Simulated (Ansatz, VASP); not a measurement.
# One calculation of S, two programs

INCAR

```
PREC = Accurate ; ENCUT = 520
EDIFF = 1E-6 ; ISMEAR = -1
SIGMA = 0.05 ; LREAL = F
LASPH = T ; NELM = 100
ALGO = Normal ; ISIF = 2
LWAVE = F ; LCHARG = F
GGA = CA ; NBANDS = 13
```

Contents of KPOINTS:

```
regular mesh
0
Gamma
  13 13 13
```

The input POSCAR:

```
S
1.0
    0.0000000000      2.6685654512      2.6685654512
    2.6685654512      0.0000000000      2.6685654512
    2.6685654512      2.6685654512      0.0000000000
S
2
Direct
   -0.1250000000     -0.1250000000     -0.1250000000
    0.1250000000      0.1250000000      0.1250000000
```

Input for Ansatz:

```yaml
crystal:
  lattice:
    - [0.0, 2.6685654512, 2.6685654512]
    - [2.6685654512, 0.0, 2.6685654512]
    - [2.6685654512, 2.6685654512, 0.0]
  atoms:
    - { symbol: S, position: [-0.125, -0.125, -0.125] }
    - { symbol: S, position: [0.125, 0.125, 0.125] }
kpoints:
  mp_grid: { grid: [13, 13, 13] }
scf:
  occupations: { method: fermi_dirac, width: 0.05 }
hamiltonian:
  xc: lda
  pseudopotentials: { kind: all_electron, lapw: { basis_error: 0.001 } }
output:
  forces: true
  stress: true
  eigenvalues: true
  populations: true
```

Change from the starting cell: volume scaled by 0.85, LAPW.

Alike in both runs: task single point; functional LDA; k mesh 13 × 13 × 13; occupations fermi-dirac, width 0.05 eV; no spin polarisation.

```csv
,VASP,Ansatz
version,VASP 6.6.1,Ansatz 0.2.0
potentials or method,"VASP PAW LDA potentials, release 64 (S), cutoff 520 eV","all-electron LAPW, scalar-relativistic"
```

```tsv
	VASP	Ansatz	Ansatz less VASP
pressure (GPa)	10.9	11.0	+0.03
```

LDA's correlation is that of Perdew and Zunger in VASP and of Perdew and Wang (1992) in Ansatz. Ansatz ran all-electron here, and VASP with PAW potentials.
